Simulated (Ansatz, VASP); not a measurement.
One calculation of SnTe, two programs

Contents of INCAR:

```
SYSTEM = SnTe
PREC = Accurate
ENCUT = 520
EDIFF = 1E-7
ISMEAR = -1
SIGMA = 0.02
LREAL = .False.
LASPH = .True.
NELM = 80
ALGO = Normal
ISIF = 2
LWAVE = .False.
LCHARG = .False.
GGA = PE
NBANDS = 17
```

File KPOINTS:

```
Automatic mesh
0
Gamma
  8 8 8
  0 0 0
```

POSCAR

```
SnTe
1.0
    0.0668169784      3.1893545757      3.1893545757
    3.1893545757      0.0668169784      3.1893545757
    3.2561715541      3.2561715541      0.0000000000
Sn Te
1 1
Direct
    0.0000000000      0.0000000000      0.0000000000
    0.5000000000      0.5000000000      0.5000000000
```

Input for Ansatz:

```yaml
crystal:
  lattice:
    - [0.0668169784, 3.1893545757, 3.1893545757]
    - [3.1893545757, 0.0668169784, 3.1893545757]
    - [3.2561715541, 3.2561715541, 0.0]
  atoms:
    - { symbol: Sn, position: [0.0, 0.0, 0.0] }
    - { symbol: Te, position: [0.5, 0.5, 0.5] }
kpoints:
  mp_grid: { grid: [8, 8, 8] }
  band_path:
    path:
      - [0.0, 0.0, 0.0]
      - [0.5, 0.0, 0.5]
      - [0.625, 0.25, 0.625]
      - [0.375, 0.375, 0.75]
      - [0.5, 0.5, 0.5]
      - [0.5, 0.25, 0.75]
      - [-0.009115, -0.004232, 0.49056]
      - [-0.005371, 0.495117, 0.0]
    npoints: 1
hamiltonian:
  xc: pbe
scf:
  occupations: { method: fermi_dirac, width: 0.02 }
  n_extra_bands: 4
output:
  forces: true
  stress: true
  eigenvalues: true
  write_density: true
  write_potential: true
  elf: true
  volumetric_format: npy
```

Change from the starting cell: shear_xy strain +4.2%.

Alike in both runs: task single point; functional PBE; k mesh 8 × 8 × 8; occupations fermi-dirac, width 0.02 eV; no spin polarisation.

```csv
,VASP,Ansatz
version,VASP 6.6.1,Ansatz 0.2.0
potentials or method,"VASP PAW PBE potentials, release 64 (Sn_d, Te)","plane waves, PAW"
plane-wave cutoff (eV),520,420
valence electrons in the cell,20,30
```

|  | VASP | Ansatz | Ansatz less VASP |
| --- | --- | --- | --- |
| pressure (GPa) | 0.6 | 0.6 | +0.02 |
| traceless stress, the component that is largest in VASP (GPa) | -0.58 | -0.58 | 0.000 |

VASP's potentials hold 20 valence electrons a cell and Ansatz's 30, so a difference there can come from the potentials and not from the codes.

Spin-orbit coupling is off throughout.
